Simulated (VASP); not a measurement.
A run of VASP 6.6.1:

The input INCAR:

```
SYSTEM = Al
ALGO = Normal
EDIFF = 1E-6
ENCUT = 520
GGA = PS
ISIF = 2
ISMEAR = 1
LASPH = .TRUE.
LCHARG = .FALSE.
LREAL = .FALSE.
LWAVE = .FALSE.
NBANDS = 8
NELM = 80
PREC = Accurate
SIGMA = 0.1
```

File KPOINTS:

```
k-points
0
G
  6 6 6
  0 0 0
```

The input POSCAR:

```
Al
1.0
    0.0000000000      2.0248100000      2.0248100000
    2.0248100000      0.0000000000      2.0248100000
    2.0248100000      2.0248100000      0.0000000000
Al
1
Direct
    0.0000000000      0.0000000000      0.0000000000
```

Potentials or basis: VASP PAW PBE potentials, release 64 (Al).

Run with:

```sh
$ cat potpaw_PBE.64/Al/POTCAR > POTCAR
$ mpirun -np 1 vasp_std > vasp.out
```

Hardware: 1 thread of AMD EPYC 7R13 Processor (Zen 3) (shared host).

Question: Estimate the wall time of this run.

Answer: It took 4.3 s on 1 thread of AMD EPYC 7R13 Processor (Zen 3) (shared host), peak memory 0.09 GiB. Counts: scf iterations 9, k points 16.
